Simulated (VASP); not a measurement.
BN: single point with PBE

Crystal: BN.

```xyz
4
Lattice="2.5040 0.0000 0.0000 -1.2520 2.1685 0.0000 0.0000 0.0000 6.6610" Properties=species:S:1:pos:R:3 pbc="T T T"
B     0.0000    1.4457    1.6652
B     1.2520    0.7228    4.9957
N     1.2520    0.7228    1.6652
N     0.0000    1.4457    4.9957
```

```json
{"Program": "VASP 6.6.1", "Task": "single point", "Functional": "PBE", "Potentials or basis": "VASP PAW PBE potentials, release 64 (B, N)", "Cutoff": "600 eV", "k mesh": "3 × 3 × 2", "Occupations": "gaussian, width 0.01 eV", "Spin": "no spin polarisation"}
```

```yaml
Pressure: 3.0 GPa
Band_gap_on_the_k_mesh: 4.61 eV, direct
```

Stress tensor (GPa, compression positive):
```
3.29 0.00 0.00
0.00 3.29 0.00
0.00 0.00 2.41
```

Levels at points of the mesh, in eV from the valence-band top:
| k point | band 4 | band 5 | band 6 | band 7 | band 8 | band 9 | band 10 | band 11 | band 12 | band 13 |
| --- | --- | --- | --- | --- | --- | --- | --- | --- | --- | --- |
| (0.00, 0.00, 0.00) | -4.12 | -1.33 | -1.33 | -1.29 | -1.29 | 5.20 | 10.27 | 11.52 | 11.52 | 11.64 |
| (0.00, 0.00, 0.50) | -5.29 | -1.31 | -1.31 | -1.31 | -1.31 | 7.56 | 7.56 | 11.58 | 11.58 | 11.58 |

It took 9.6 s on 1 thread of Intel Xeon 8259CL, with other jobs on the host, peak memory 0.14 GiB.

Caveat: the k points lie up to 0.97 Å⁻¹ apart; this functional lacks dispersion, which binds the layers, so the pressure and a relaxed spacing across them are unreliable. PBE gaps usually lie below the measured ones, often by a third to a half.
